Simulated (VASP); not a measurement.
Here is a VASP 6.6.1 calculation.

The input INCAR:

```
SYSTEM = HfSn3S8
PREC = Accurate
ENCUT = 520
EDIFF = 1E-7
ISMEAR = 0
SIGMA = 0.02
LREAL = .FALSE.
LASPH = .TRUE.
NELM = 80
ALGO = Normal
ISIF = 2
LWAVE = .FALSE.
LCHARG = .FALSE.
GGA = PE
NBANDS = 62
```

KPOINTS

```
regular mesh
0
G
  6 6 4
  0 0 0
```

The input POSCAR:

```
HfSn3S8
1.0
    7.3978110740     -0.0000000289      0.0000000000
   -3.6989055120      6.4066923369      0.0000000000
    0.0000000000      0.0000000000      6.8166630000
Hf Sn S
1 3 8
Direct
    0.0000000000      0.0000000000      0.0000000000
    0.5000000000      0.5000000000      0.0000000000
    0.5000000000      0.0000000000      0.0000000000
    0.0000000000      0.5000000000      0.0000000000
    0.6693210000      0.8346605000      0.2165610000
    0.6666666667      0.3333333333      0.2148820000
    0.1653395000      0.8346605000      0.2165610000
    0.1653395000      0.3306790000      0.2165610000
    0.8346605000      0.6693210000      0.7834390000
    0.8346605000      0.1653395000      0.7834390000
    0.3333333333      0.6666666667      0.7851180000
    0.3306790000      0.1653395000      0.7834390000
```

Potentials or basis: VASP PAW PBE potentials, release 64 (Hf_pv, Sn_d, S).

The run is started by

```bash
$ cat potpaw_PBE.64/Hf_pv/POTCAR potpaw_PBE.64/Sn_d/POTCAR potpaw_PBE.64/S/POTCAR > POTCAR
$ mpirun -np 1 vasp_std > vasp.out
```

Predict the largest force.

0.039 eV/Å.

What does it give for the pressure?

-0.2 GPa.

What does it give for the band gap on the k mesh?

0.90 eV (least direct gap 0.97 eV).

Stress tensor (GPa, compression positive):
```
-0.24  0.00  0.00
 0.00 -0.24  0.00
 0.00  0.00 -0.12
```

Caveat: spin-orbit coupling is left out, which moves the levels of the heavy elements; this functional lacks dispersion, which binds layers or chains, so the pressure and a relaxed spacing across them are unreliable. A k mesh can miss the band edges.
